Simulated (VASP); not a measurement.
The system is LiF.

```
Li F
1.0
     2.71483    0.00000    0.00000
     0.00000    4.60082    0.00000
     0.00000    0.00000    4.98145
Li F
4 4
Cartesian
  2.3495 2.0131 0.7980
  0.9921 0.2874 4.1835
  1.7227 2.5878 3.2887
  0.3653 4.3135 1.6927
  1.7227 0.2874 0.7980
  0.3653 2.0131 4.1835
  2.3495 4.3135 3.2887
  0.9921 2.5878 1.6927
```

The cell was built from a structure type or drawn by symmetry, and may not be a known phase.

| Quantity | Value |
| --- | --- |
| Program | VASP 6.6.1 |
| Task | relaxation of cell and atoms |
| Functional | PBE |
| Potentials or basis | VASP PAW PBE potentials, release 64 (Li_sv, F) |
| Cutoff | 600 eV |
| k mesh | 6 × 4 × 4 |
| Occupations | gaussian, width 0.1 eV |
| Spin | no spin polarisation |

At the start: pressure 23.9 GPa; volume 7.78 Å³/atom.

How do energy, volume and symmetry change on relaxing?

Over 53 steps the energy falls by 214.7 meV/atom and the volume is 8.33 Å³/atom (+7.1 %); space group P2_12_12_1 (No. 19, to 0.1 Å) before, Fm-3m (No. 225, to 0.1 Å).

The path:
```
step  energy change (eV)  largest force (eV/Å)  pressure (GPa)  volume (Å³)
   1              0.0000                0.5261           23.91        62.22
   3             -1.1428                0.1314            1.19        78.14
   5             -1.1505                0.1228           -0.38        80.12
   7             -1.2257                0.1463           -0.68        80.69
   9             -1.2510                0.1050            1.27        78.23
  11             -1.2727                0.1387            0.08        79.52
  13             -1.2884                0.1090           -0.64        80.09
  15             -1.3156                0.1415           -0.08        78.80
  17             -1.3888                0.3169            2.16        73.02
  19             -1.4095                0.2856            1.87        72.72
  21             -1.4322                0.2180            1.26        72.56
  23             -1.4681                0.1243           -1.21        75.22
  25             -1.4956                0.0711           -0.24        73.75
  27             -1.4982                0.0516            0.14        73.25
  29             -1.5008                0.0495            0.01        73.23
  31             -1.5079                0.0723           -0.52        73.25
  33             -1.5349                0.1009            0.00        71.16
  35             -1.5658                0.4172            5.57        62.62
  37             -1.6026                0.3045            3.33        64.66
  39             -1.6048                0.3113            3.45        64.46
  41             -1.6087                0.3203            3.60        64.20
  43             -1.6285                0.2888            2.96        64.60
  45             -1.6807                0.1892            0.66        66.18
  47             -1.6946                0.1403           -1.11        67.60
  49             -1.7101                0.0765           -0.39        66.88
  51             -1.7149                0.0513            0.34        66.22
  53             -1.7178                0.0258           -0.17        66.66
```

Final structure:
```cif
data_structure
_symmetry_space_group_name_H-M 'P 1'
_symmetry_Int_Tables_number 1
_cell_length_a 2.8733
_cell_length_b 4.0586
_cell_length_c 5.7158
_cell_angle_alpha 90.000
_cell_angle_beta 90.000
_cell_angle_gamma 90.000
_cell_volume 66.66
loop_
_atom_site_label
_atom_site_type_symbol
_atom_site_fract_x
_atom_site_fract_y
_atom_site_fract_z
_atom_site_occupancy
Li1 Li 0.75383 0.49982 0.12607 1
Li2 Li 0.25383 0.00018 0.87393 1
Li3 Li 0.74617 0.50018 0.62607 1
Li4 Li 0.24617 0.99982 0.37393 1
F1 F 0.75159 0.99992 0.12539 1
F2 F 0.25159 0.50008 0.87461 1
F3 F 0.74841 0.00008 0.62539 1
F4 F 0.24841 0.49992 0.37461 1
```

Caveat: the cutoff is under 1.25 times the usual one of these potentials, so pressure, stress and relaxed cells hold a basis-set (Pulay) error.
